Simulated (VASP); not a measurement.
# Ta2N (P3m1) in VASP: notebook

Runs on Ta2N. Level: PBEsol. Tasks: single point.

Everything below comes from runs of VASP 6.6.1. Logs are shortened: lines on timing, memory, paths and dates and some standing lists are left out, and cuts for length are marked.

### 1 The cell of the first run

Symmetry: P3m1, No. 156, trigonal system. The conventional cell has a = 3.079 Å, b = 3.079 Å, c = 4.823 Å, α = 90.00°, β = 90.00°, γ = 120.00°. Ta (site symmetry 3m) has 3 N at 2.28 Å and 3 Ta at 2.81 Å within 3.0 Å. Ta (site symmetry 3m) has 3 N at 2.16 Å and 3 Ta at 2.81 Å within 2.9 Å. N (site symmetry 3m) has 6 Ta at 2.16 to 2.28 Å within 2.9 Å.

### 2 Single point, PBEsol (atom 1 (Ta) moved by (+0.000, -0.200) A along [1 1 0] and z)

Contents of INCAR:

```
PREC = Accurate
ENCUT = 520
EDIFF = 1E-7
ISMEAR = 0
SIGMA = 0.15
LREAL = False
LASPH = True
NELM = 60
ALGO = Normal
ISIF = 2
LWAVE = False
LCHARG = False
GGA = PS
NBANDS = 20
```

Contents of KPOINTS:

```
regular mesh
0
Gamma
  18 18 10
```

Contents of POSCAR:

```
Ta2N
1.0
    3.0786153869      0.0000000000      0.0000000000
   -1.5393076935      2.6661591336      0.0000000000
    0.0000000000      0.0000000000      4.8232571780
Ta N
2 1
Direct
    0.6666666667      0.3333333333      0.7047896932
    0.3333333333      0.6666666667      0.2537445519
    0.0000000000      0.0000000000      0.0000000000
```

Potentials or basis: VASP PAW PBE potentials, release 64 (Ta_pv, N).

Run with:

```sh
cat potpaw_PBE.64/Ta_pv/POTCAR potpaw_PBE.64/N/POTCAR > POTCAR
mpirun -np 1 vasp_std > vasp.out
```

OUTCAR:

```text
PREC = Accurate
   ENCUT = 520
   EDIFF = 1E-7
   ISMEAR = 0
   LREAL = False
   LASPH = True
   NELM = 60
   ISIF = 2
   GGA = PS

 ion  position               nearest neighbor table
   1  0.667  0.333  0.705-   3 2.28   3 2.28   3 2.28   2 2.81   2 2.81   2 2.81   2 3.19   2 3.19
                             2 3.19
   2  0.333  0.667  0.254-   3 2.16   3 2.16   3 2.16   1 2.81   1 2.81   1 2.81   1 3.19   1 3.19
                             1 3.19
   3  0.000  0.000  0.000-   2 2.16   2 2.16   2 2.16   1 2.28   1 2.28   1 2.28

  LATTYP: Found a hexagonal cell.
 ALAT       =     3.0786153869
 C/A-ratio  =     1.5666968984

  Lattice vectors:

 A1 = (   3.0786153869,   0.0000000000,   0.0000000000)
 A2 = (  -1.5393076935,   2.6661591336,   0.0000000000)
 A3 = (   0.0000000000,   0.0000000000,   4.8232571780)

Analysis of symmetry for initial positions (statically):
=====================================================================
 Subroutine PRICEL returns:
 Original cell was already a primitive cell.

 Routine SETGRP: Setting up the symmetry group for a
 hexagonal supercell.

 Subroutine GETGRP returns: Found  6 space group operations
 (whereof  6 operations were pure point group operations)
 out of a pool of 24 trial point group operations.

The static configuration has the point symmetry C_3v.

Analysis of symmetry for dynamics (positions and initial velocities):
=====================================================================
 Subroutine PRICEL returns:
 Original cell was already a primitive cell.

 Routine SETGRP: Setting up the symmetry group for a
 hexagonal supercell.

 Subroutine GETGRP returns: Found  6 space group operations
 (whereof  6 operations were pure point group operations)
 out of a pool of 24 trial point group operations.

The dynamic configuration has the point symmetry C_3v.

 Subroutine INISYM returns: Found  6 space group operations
 (whereof  6 operations are pure point group operations),
 and found     1 'primitive' translations

----------------------------------------------------------------------------------------

                                     Primitive cell

  volume of cell :      39.5897

  direct lattice vectors                    reciprocal lattice vectors
     3.078615387  0.000000000  0.000000000     0.324821348  0.187535693  0.000000000
    -1.539307694  2.666159134  0.000000000     0.000000000  0.375071385  0.000000000
     0.000000000  0.000000000  4.823257178     0.000000000  0.000000000  0.207328775

  length of vectors
     3.078615387  3.078615387  4.823257178     0.375071385  0.375071385  0.207328775

  position of ions in fractional coordinates (direct lattice)
     0.666666667  0.333333333  0.704789693
     0.333333333  0.666666667  0.253744552
     0.000000000  0.000000000  0.000000000

  ion indices of the primitive-cell ions
   primitive index   ion index
                 1           1
                 2           2
                 3           3

----------------------------------------------------------------------------------------

 KPOINTS: regular mesh

Automatic generation of k-mesh.
 Grid dimensions read from file:
 generate k-points for:   18   18   10

 Generating k-lattice:

  Cartesian coordinates                     Fractional coordinates (reciprocal lattice)
     0.018045630  0.010418650  0.000000000     0.055555556  0.000000000  0.000000000
     0.000000000  0.020837299  0.000000000     0.000000000  0.055555556  0.000000000
     0.000000000  0.000000000  0.020732877     0.000000000  0.000000000  0.100000000

  Length of vectors
     0.020837299  0.020837299  0.020732877

  Shift w.r.t. Gamma in fractional coordinates (k-lattice)
     0.000000000  0.000000000  0.000000000

 Subroutine IBZKPT returns following result:
 ===========================================

 Found    330 irreducible k-points:

 Following reciprocal coordinates:
            Coordinates               Weight
  0.000000  0.000000  0.000000      1.000000
  0.055556  0.000000  0.000000      6.000000
  0.111111  0.000000  0.000000      6.000000
  0.166667  0.000000  0.000000      6.000000
  0.222222  0.000000  0.000000      6.000000
  0.277778  0.000000  0.000000      6.000000
[... 16 lines left out ...]
  0.333333  0.111111  0.000000     12.000000
  0.388889  0.111111  0.000000     12.000000
 [... further k-points ...]
   k-points           NKPTS =    330   k-points in BZ     NKDIM =    330   number of bands    NBANDS=     20
   number of dos      NEDOS =    301   number of ions     NIONS =      3
   total plane-waves  NPLWV =  20736
   dimension x,y,z NGX =    24 NGY =   24 NGZ =   36
   dimension x,y,z NGXF=    48 NGYF=   48 NGZF=   72
   ions per type =               2   1
   NGX,Y,Z   is equivalent  to a cutoff of  12.96, 12.96, 12.41 a.u.
   NGXF,Y,Z  is equivalent  to a cutoff of  25.92, 25.92, 24.82 a.u.
 SYSTEM =  unknown system
   PREC   = accura    normal or accurate (medium, high low for compatibility)
   ISTART =      0    job   : 0-new  1-cont  2-samecut
   ICHARG =      2    charge: 1-file 2-atom 10-const
   ISPIN  =      1    spin polarized calculation?
   LNONCOLLINEAR =      F non collinear calculations
   LSORBIT =      F    spin-orbit coupling
   LASPH  =      T    aspherical Exc in radial PAW
   ENCUT  =  520.0 eV  38.22 Ry    6.18 a.u.   5.72  5.72  8.97*2*pi/ulx,y,z
   NELM   =     60;   NELMIN=  2; NELMDL= -5     # of ELM steps
   EDIFF  = 0.1E-06   stopping-criterion for ELM
   LREAL  =      F    real-space projection
   EDIFFG = 0.1E-05   stopping-criterion for IOM
   NSW    =      0    number of steps for IOM
   IBRION =     -1    ionic relax: 0-MD 1-quasi-New 2-CG
   NFREE  =      0    steps in history (QN), initial steepest desc. (CG)
   ISIF   =      2    stress and relaxation
   ISYM   =      2    0-nonsym 1-usesym 2-fastsym
   POTIM  = 0.5000    time-step for ionic-motion
   TEBEG  =    0.0;   TEEND  =   0.0 temperature during run
   PSTRESS=    0.0 pullay stress
   NELECT =      27.0000    total number of electrons
   NUPDOWN=      -1.0000    fix difference up-down
   EMIN   =  10.00;   EMAX   =-10.00  energy-range for DOS
   EFERMI =   0.00;   METHOD = LEGACY
   ISMEAR =     0;   SIGMA  =   0.15  broadening in eV -4-tet -1-fermi 0-gaus
   EFERMI_NEDOS =   21; number of points for ismear=-14 and -15
   IALGO  =     38    algorithm
   IMIX   =      4    mixing-type and parameters
     AMIX     =   0.40;   BMIX     =  1.00
     AMIX_MAG =   1.60;   BMIX_MAG =  1.00
  volume/ion in A,a.u.               =      13.20        89.05
  Fermi-wavevector in a.u.,A,eV,Ry     =   1.441016  2.723125 28.252863  2.076527
  Thomas-Fermi vector in A             =   2.559695
   LORBIT       =      0    0 simple, 1 ext, 2 COOP (PROOUT), +10 PAW based schemes
   GGA     = PS    functional components
   LHFCALC =     F    Hartree Fock is set to
   AEXX    =    0.0000 exact exchange contribution
   IVDW    =     0    specifies the selected vdW correction
   LEPSILON=     F    determine dielectric tensor
   LRPA    =     F    only Hartree local field effects (RPA)
 non-spin polarized calculation
 Gauss-broadening in eV      SIGMA  =   0.15
  energy-cutoff  :      520.00
  volume of cell :       39.59
 maximum number of plane-waves:      1086
 NGX is ok and might be reduce to    24
   NGX = 11   NGY = 11   NGZ = 17

 number of electron      27.0000002 magnetization

 Free energy of the ion-electron system (eV)
  ---------------------------------------------------
  ext. energy  EPLUGINS =         0.00000000
  ---------------------------------------------------
  free energy    TOTEN  =       -36.15929004 eV

  energy without entropy =      -36.14397985  energy(sigma->0) =      -36.15163495

 E-fermi :   7.5854     XC(G=0): -13.1560

 val. band max:        7.5846236167   @ k =   0.0556   0.0556   0.0000
 cond. band min:       7.5875914712   @ k =  -0.1111   0.4444   0.2000
 fundamental gap:      0.0029678546
 Fermi energy:         7.5853645286

 k-point     1 :       0.0000    0.0000    0.0000
  band No.  band energies     occupation
      1     -28.0374      2.00000
      2     -27.1996      2.00000
      3     -27.1996      2.00000
      4     -27.0147      2.00000
      5     -27.0147      2.00000
      6     -26.9093      2.00000
[... 12 lines left out ...]
     19       8.3195      0.00000
     20      13.1360      0.00000

 k-point     2 :       0.0556    0.0000    0.0000
  band No.  band energies     occupation
      1     -28.0271      2.00000
      2     -27.2234      2.00000
      3     -27.2071      2.00000
      4     -27.0357      2.00000
      5     -27.0163      2.00000
      6     -26.9098      2.00000
[... 12 lines left out ...]
     19       8.7628      0.00000
     20      13.0455      0.00000

 k-point     3 :       0.1111    0.0000    0.0000
  band No.  band energies     occupation
      1     -27.9971      2.00000
      2     -27.2893      2.00000
      3     -27.2281      2.00000
      4     -27.0954      2.00000
      5     -27.0213      2.00000
      6     -26.9142      2.00000
[... 12 lines left out ...]
     19       9.3441      0.00000
     20      12.7836      0.00000

 k-point     4 :       0.1667    0.0000    0.0000
  band No.  band energies     occupation
      1     -27.9498      2.00000
      2     -27.3857      2.00000
      3     -27.2590      2.00000
      4     -27.1834      2.00000
      5     -27.0300      2.00000
      6     -26.9277      2.00000
[... 12 lines left out ...]
     19      10.1996      0.00000
     20      12.4476      0.00000

 k-point     5 :       0.2222    0.0000    0.0000
  band No.  band energies     occupation
      1     -27.8899      2.00000
      2     -27.5000      2.00000
      3     -27.2954      2.00000
      4     -27.2847      2.00000
      5     -27.0421      2.00000
      6     -26.9530      2.00000
[... 12 lines left out ...]
     19      11.0481      0.00000
     20      12.2482      0.00000
[... 353 lines left out ...]
      6     -27.0006      2.00000
[... 12 lines left out ...]
     19      11.8206      0.00000
     20      12.5906      0.00000

 k-point    22 :       0.2778    0.1111    0.0000
  band No.  band energies     occupation
      1     -27.7655      2.00000
      2     -27.7019      2.00000
      3     -27.5173      2.00000
      4     -27.3390      2.00000
      5     -27.1166      2.00000
      6     -27.0463      2.00000
[... 12 lines left out ...]
     19      12.0016      0.00000
     20      12.9886      0.00000

 k-point    23 :       0.3333    0.1111    0.0000
  band No.  band energies     occupation
      1     -27.8105      2.00000
      2     -27.7203      2.00000
      3     -27.5114      2.00000
      4     -27.3821      2.00000
      5     -27.1330      2.00000
      6     -27.0963      2.00000
[... 12 lines left out ...]
     19      12.2078      0.00000
     20      12.8980      0.00000

 k-point    24 :       0.3889    0.1111    0.0000
  band No.  band energies     occupation
      1     -27.8616      2.00000
      2     -27.7267      2.00000
      3     -27.4822      2.00000
      4     -27.4058      2.00000
      5     -27.1501      2.00000
      6     -27.1350      2.00000
[... 12 lines left out ...]
     19      12.4289      0.00000
     20      12.8410      0.00000

 [... further k-points ...]
[... 5 lines left out ...]
  --------------------------------------------------------------------------------------
  -------------------------------------------------------------------------------------
  Total       -0.4725907     -0.4725907      0.8794573      0.0000000      0.0000000     -0.0000000
  in kB      -19.1255448    -19.1255448     35.5912636      0.0000000      0.0000000     -0.0000000
  external PRESSURE =      -0.8866087 kB  Pullay stress =       0.0000000 kB

 VOLUME and BASIS-vectors are now :
 -----------------------------------------------------------------------------
  energy-cutoff  :      520.00
  volume of cell :       39.59
      direct lattice vectors                 reciprocal lattice vectors
     3.078615387  0.000000000  0.000000000     0.324821348  0.187535693  0.000000000
    -1.539307694  2.666159134  0.000000000     0.000000000  0.375071385  0.000000000
     0.000000000  0.000000000  4.823257178     0.000000000  0.000000000  0.207328775

 POSITION                                       TOTAL-FORCE (eV/Angst)
 -----------------------------------------------------------------------------------
      1.53931      0.88872      3.39938        -0.000000     -0.000000      3.439164
     -0.00000      1.77744      1.22388        -0.000000      0.000000     -2.071755
      0.00000      0.00000      0.00000         0.000000     -0.000000     -1.367409
 -----------------------------------------------------------------------------------
    total drift:                               -0.000000      0.000000     -0.000040

  FREE ENERGIE OF THE ION-ELECTRON SYSTEM (eV)
  ---------------------------------------------------
  free  energy   TOTEN  =       -36.1592900405 eV

  energy  without entropy=      -36.1439798534  energy(sigma->0) =      -36.15163495
```

Wall time 99 s (1 thread of Intel Xeon Platinum 8488C (Sapphire Rapids), shared host); peak memory 0.34 GiB.

What came out:

```yaml
Free_energy: -36.1593 eV
Pressure: -0.1 GPa
Largest_force: 3.439 eV/Å
```

Forces in eV/Å, atoms in the order of the input:
```
Ta   0.000  0.000  3.439
Ta   0.000  0.000 -2.072
N    0.000  0.000 -1.367
```

Caveat: the cell differs from its parent crystal (atom 1 (Ta) moved by (+0.000, -0.200) A along [1 1 0] and z); the PAW data sets were made with another functional, which shifts forces and pressure a little; spin-orbit coupling is left out, which moves the levels of the heavy elements.

[end of part 1 of 2]
